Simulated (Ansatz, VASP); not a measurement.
**TiSi2: VASP beside Ansatz**

File INCAR:

```
ALGO = Normal
EDIFF = 1E-6
ENCUT = 520
GGA = PE
ISIF = 2
ISMEAR = 0
LASPH = True
LCHARG = True
LELF = True
LREAL = False
LVHAR = True
LWAVE = False
NBANDS = 29
NELM = 100
PREC = Accurate
SIGMA = 0.15
```

File KPOINTS:

```
k-points
0
Gamma
  12 12 12
```

File POSCAR:

```
TiSi2
1.0
    1.7383096588     -7.2005402520      0.0000000000
    1.7383096588      7.2005402520      0.0000000000
    0.0000000000      0.0000000000      3.5076944507
Ti Si
2 4
Direct
    0.8968075259      0.1031924741      0.7500000000
    0.1031924741      0.8968075259      0.2500000000
    0.5591373592      0.4408626408      0.7500000000
    0.4408626408      0.5591373592      0.2500000000
    0.2498287182      0.7501712818      0.7500000000
    0.7501712818      0.2498287182      0.2500000000
```

Input for Ansatz:

```yaml
crystal:
  lattice:
    - [1.7383096588, -7.200540252, 0.0]
    - [1.7383096588, 7.200540252, 0.0]
    - [0.0, 0.0, 3.5076944507]
  atoms:
    - { symbol: Ti, position: [0.8968075259, 0.1031924741, 0.75] }
    - { symbol: Ti, position: [0.1031924741, 0.8968075259, 0.25] }
    - { symbol: Si, position: [0.5591373592, 0.4408626408, 0.75] }
    - { symbol: Si, position: [0.4408626408, 0.5591373592, 0.25] }
    - { symbol: Si, position: [0.2498287182, 0.7501712818, 0.75] }
    - { symbol: Si, position: [0.7501712818, 0.2498287182, 0.25] }
basis:
  ecutwfc: 520.0
kpoints:
  mp_grid: { grid: [12, 12, 12] }
hamiltonian:
  xc: pbe
  pseudopotentials: { kind: paw, azcp: { folder: soft_1 } }
scf:
  occupations: { method: gaussian, width: 0.15 }
output:
  forces: true
  stress: true
  eigenvalues: true
```

Change from the starting cell: volume 14.635 Å^3 an atom, stretch along b over the lengths across it, relative to the relaxed cell 1.0835.

Alike in both runs: task single point; functional PBE; k mesh 12 × 12 × 12; occupations gaussian, width 0.15 eV; no spin polarisation.

```csv
,VASP,Ansatz
version,VASP 6.6.1,Ansatz 0.2.0
potentials or method,"VASP PAW PBE potentials, release 64 (Ti_sv, Si), cutoff 520 eV","scalar-relativistic, plane waves, PAW"
valence electrons in the cell,40,40
```

|  | VASP | Ansatz | Ansatz less VASP |
| --- | --- | --- | --- |
| gap on the k mesh at the Fermi level (eV) | none | none | - |
| pressure (GPa) | -0.3 | -0.3 | +0.01 |
| traceless stress, the component that is largest in VASP (GPa) | -9.90 | -9.89 | +0.013 |
| rms of the force components (eV/Å) | 0.247 | 0.245 | -0.0019 |

Atom by atom the forces differ by 0.003 eV/Å (rms over components). A gap of «none» marks a metal or a gap that the smearing closes.
